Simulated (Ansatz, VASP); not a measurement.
**Hf in VASP and in Ansatz**

```
CELL_PARAMETERS angstrom
-1.80540 1.84017 1.80467
1.83753 -1.77525 1.77190
1.80381 1.77367 -1.73976
ATOMIC_POSITIONS crystal
Hf 0.01497 0.02928 0.01071
```

Change from the starting cell: cell strained at random at fixed volume.

Alike in both runs: functional LDA; k mesh 8 × 8 × 8; occupations tetrahedron; no spin polarisation.

|  | VASP | Ansatz |
| --- | --- | --- |
| version | VASP 6.6.1 | Ansatz 0.2.0 |
| potentials or method | VASP PAW LDA potentials, release 64 (Hf_pv) | JTH PAW LDA |
| plane-wave cutoff (eV) | 520 | 1230 |
| valence electrons in the cell | 10 | 12 |
| task | single point | band structure |

|  | VASP | Ansatz | Ansatz less VASP |
| --- | --- | --- | --- |
| gap on the k mesh at the Fermi level (eV) | none | none | - |
| pressure (GPa) | -12.8 | -12.7 | +0.05 |
| traceless stress, the component that is largest in VASP (GPa) | -1.33 | -1.47 | -0.135 |

LDA's correlation is that of Perdew and Zunger in VASP and of Perdew and Wang (1992) in Ansatz. A gap of «none» marks a metal or a gap that the smearing closes. VASP's potentials hold 10 valence electrons a cell and Ansatz's 12, so a difference there can come from the potentials and not from the codes.

Neither program's run includes spin-orbit coupling.
